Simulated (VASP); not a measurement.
Here is a VASP 6.6.1 calculation.

File INCAR:

```
PREC = Accurate ; ENCUT = 520
EDIFF = 1E-6 ; ISMEAR = 0
SIGMA = 0.15 ; LREAL = F
LASPH = T ; NELM = 150
ALGO = Fast ; ISIF = 2
LWAVE = F ; LCHARG = F
ISPIN = 2 ; MAGMOM = 0.7 0.7
LORBIT = 11 ; NUPDOWN = 1.4
LMAXMIX = 4 ; GGA = CA
NBANDS = 20
```

File KPOINTS:

```
Automatic mesh
0
Gamma
  21 21 12
```

The input POSCAR:

```
Ir
1.0
    2.5924095241      0.0000000000      0.0000000000
   -1.2962047621      2.2450925049      0.0000000000
    0.0000000000      0.0000000000      4.2032925665
Ir
2
Direct
    0.6666666667      0.3333333333      0.7500000000
    0.3333333333      0.6666666667      0.2500000000
```

Potentials or basis: VASP PAW LDA potentials, release 64 (Ir).

Launch:

```sh
$ cat potpaw_LDA.64/Ir/POTCAR > POTCAR
$ mpirun -np 1 vasp_std > vasp.out
```

Task: What does it give for the pressure?

Result: 81.2 GPa.

Stress tensor (GPa, compression positive):
```
80.95  0.00  0.00
 0.00 80.95  0.00
 0.00  0.00 81.83
```

Caveat: the cell stands under pressure; the total moment is fixed, so each spin has its own Fermi level and the state may be an excited one.
